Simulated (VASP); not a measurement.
The system is CaMg.

```
Ca Mg
1.0
     4.02737    0.00000    0.00000
     0.00000    4.02737    0.00000
     0.00000    0.00000    3.86162
Ca Mg
1 1
Direct
  0.00000 0.00000 0.50000
  0.50000 0.50000 0.00000
```

| Item | Value |
| --- | --- |
| Program | VASP 6.6.1 |
| Task | relaxation of cell and atoms |
| Functional | PBEsol |
| Potentials or basis | VASP PAW PBE potentials, release 64 (Ca_sv, Mg) |
| Cutoff | 600 eV |
| k mesh | 5 × 5 × 5 |
| Occupations | gaussian, width 0.02 eV |
| Spin | no spin polarisation |

At the start: pressure -0.7 GPa; volume 31.32 Å³/atom.

Task: How do energy, volume and symmetry change on relaxing?

Result: Over 5 steps the energy falls by 3.6 meV/atom and the volume is 30.55 Å³/atom (-2.4 %); space group P4/mmm (No. 123, to 0.05 Å).

Step by step:
| step | energy change (eV) | largest force (eV/Å) | pressure (GPa) | volume (Å³) |
| --- | --- | --- | --- | --- |
| 1 | 0.0000 | 0.0000 | -0.68 | 62.63 |
| 2 | -0.0051 | 0.0000 | -0.23 | 61.43 |
| 3 | -0.0061 | 0.0000 | 0.09 | 60.63 |
| 4 | -0.0064 | 0.0000 | 0.09 | 60.75 |
| 5 | -0.0072 | 0.0000 | 0.04 | 61.10 |

Final structure:
```
Ca Mg
1.0
     3.95574    0.00000    0.00000
     0.00000    3.95574    0.00000
     0.00000    0.00000    3.90475
Ca Mg
1 1
Cartesian
  0.0000 0.0000 1.9524
  1.9779 1.9779 0.0000
```

Caveat: the PAW data sets were made with another functional, which shifts forces and pressure a little.
